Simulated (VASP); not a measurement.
Input of a VASP 6.6.1 run:

INCAR

```
PREC = Accurate
ENCUT = 520
EDIFF = 1E-6
ISMEAR = 0
SIGMA = 0.15
LREAL = False
LASPH = True
NELM = 80
ALGO = Normal
ISIF = 2
LWAVE = False
LCHARG = True
GGA = PE
LELF = True
LVHAR = True
NBANDS = 24
```

KPOINTS

```
regular mesh
0
Gamma
  15 15 8
```

POSCAR

```
TaN
1.0
    2.9168996769      0.0000000000      0.0000000000
   -1.4584498385      2.5261092205      0.0000000000
    0.0000000000      0.0000000000      5.9142266377
Ta N
2 2
Direct
   -0.0342829754      0.0000000000      0.0000000000
    0.0342829754      0.0000000000      0.5000000000
    0.3333333333      0.6666666667      0.2500000000
    0.6666666667      0.3333333333      0.7500000000
```

Potentials or basis: VASP PAW PBE potentials, release 64 (Ta_pv, N).

The run is started by

```console
$ cat potpaw_PBE.64/Ta_pv/POTCAR potpaw_PBE.64/N/POTCAR > POTCAR
$ mpirun -np 1 vasp_std > vasp.out
```

Estimate the band gap on the k mesh.

zero (bands 16 and 17 overlap by 0.88 eV).

Predict the largest force.

1.311 eV/Å.

What does it give for the pressure?

2.3 GPa.

Stress tensor (GPa, compression positive):
```
2.23 0.00 0.00
0.00 1.53 0.00
0.00 0.00 3.22
```

Caveat: the cell differs from its parent crystal (atoms displaced along a vibrational mode); spin-orbit coupling is left out, which moves the levels of the heavy elements; forces of over 1 eV/Å act on the atoms, so gaps and moduli don't describe the material at rest.
